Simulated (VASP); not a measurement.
A run of VASP 6.6.1:

INCAR

```
ALGO     = Fast           # electronic algorithm
EDIFF    = 1E-8           # SCF threshold, eV
ENCUT    = 520            # plane-wave cutoff, eV
IBRION   = 8              # ionic algorithm
ISIF     = 2              # what is computed and relaxed
ISMEAR   = -1             # smearing method
LASPH    = T              # aspherical terms in the spheres
LCHARG   = T              # write CHGCAR
LREAL    = F              # projectors in reciprocal space
LWAVE    = F              # write WAVECAR
NELM     = 60             # most SCF steps
NSW      = 1              # ionic steps
PREC     = Accurate       # precision mode
SIGMA    = 0.15           # smearing width, eV
```

Contents of KPOINTS:

```
k-points
0
Gamma
  12 12 12
```

POSCAR

```
YTl
1.0
    3.5124428181      0.0000000000      0.0000000000
    0.0000000000      3.5124428181      0.0000000000
    0.0000000000      0.0000000000      3.5124428181
Y Tl
1 1
Direct
    0.5000000000      0.5000000000      0.5000000000
    0.0000000000      0.0000000000      0.0000000000
```

Potentials or basis: VASP PAW LDA potentials, release 64 (Y_sv, Tl_d).

Command:

```bash
$ cat potpaw_LDA.64/Y_sv/POTCAR potpaw_LDA.64/Tl_d/POTCAR > POTCAR
$ mpirun -np 1 vasp_std > vasp.out
```

Hardware: 1 thread of Intel(R) Xeon(R) Platinum 8488C (Sapphire Rapids), on a shared host.

How long does it take, and how much memory?

It took 8 min on 1 thread of Intel(R) Xeon(R) Platinum 8488C (Sapphire Rapids), on a shared host, peak memory 0.44 GiB. Counts: scf iterations 79, k points 84.
